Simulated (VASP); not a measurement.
Write the native input for VASP 6.6.1 that does the following.

| Quantity | Value |
| --- | --- |
| Task | electric field gradients |
| Functional | PBE |
| Potentials or basis | VASP PAW PBE potentials, release 64 (Ta_pv, N) |
| Cutoff | 520 eV |
| k mesh | 5 × 5 × 8 |
| Occupations | fermi-dirac, width 0.03 eV |
| Spin | no spin polarisation |
| Dipole correction | no |
| Further INCAR settings | ALGO = Normal; EDIFF = 1e-08; NBANDS = 33 |

The structure of TaN lies in POSCAR:

```
TaN
1.0
    5.1849992558      0.0000000000      0.0000000000
   -2.5924996279      4.4903410741      0.0000000000
    0.0000000000      0.0000000000      2.9080000000
Ta N
3 3
Direct
    0.0000000000      0.0000000000      0.0000000000
    0.3333333333      0.6666666667      0.5000000000
    0.6666666667      0.3333333333      0.5000000000
    0.5000000000      0.0000000000      0.0000000000
    0.5000000000      0.5000000000      0.0000000000
    0.0000000000      0.5000000000      0.0000000000
```

These files were run (other wordings do the same):

INCAR

```
ALGO = Normal
EDIFF = 1E-8
ENCUT = 520
GGA = PE
ISIF = 2
ISMEAR = -1
LASPH = T
LCHARG = F
LEFG = T
LREAL = F
LWAVE = F
NBANDS = 33
NELM = 100
PREC = Accurate
SIGMA = 0.03
```

KPOINTS

```
k-points
0
Gamma
  5 5 8
```

Potentials or basis: VASP PAW PBE potentials, release 64 (Ta_pv, N).

The run is started by

```console
$ cat potpaw_PBE.64/Ta_pv/POTCAR potpaw_PBE.64/N/POTCAR > POTCAR
$ mpirun -np 1 vasp_std > vasp.out
```

It gave:

```json
{
 "Pressure": "11.2 GPa",
 "Band gap on the k mesh": "zero (band 24 reaches 9.11 eV, above the bottom of band 25 at 6.98 eV)"
}
```

Caveat: without QUAD_EFG the Cq values of the log hold for a quadrupole moment of 1 mb, not for the nuclei; spin-orbit coupling is left out, which moves the levels of the heavy elements.

It took 49 s on 1 thread of AMD EPYC 7R13 Processor (Zen 3), with other jobs on the host, peak memory 0.18 GiB.
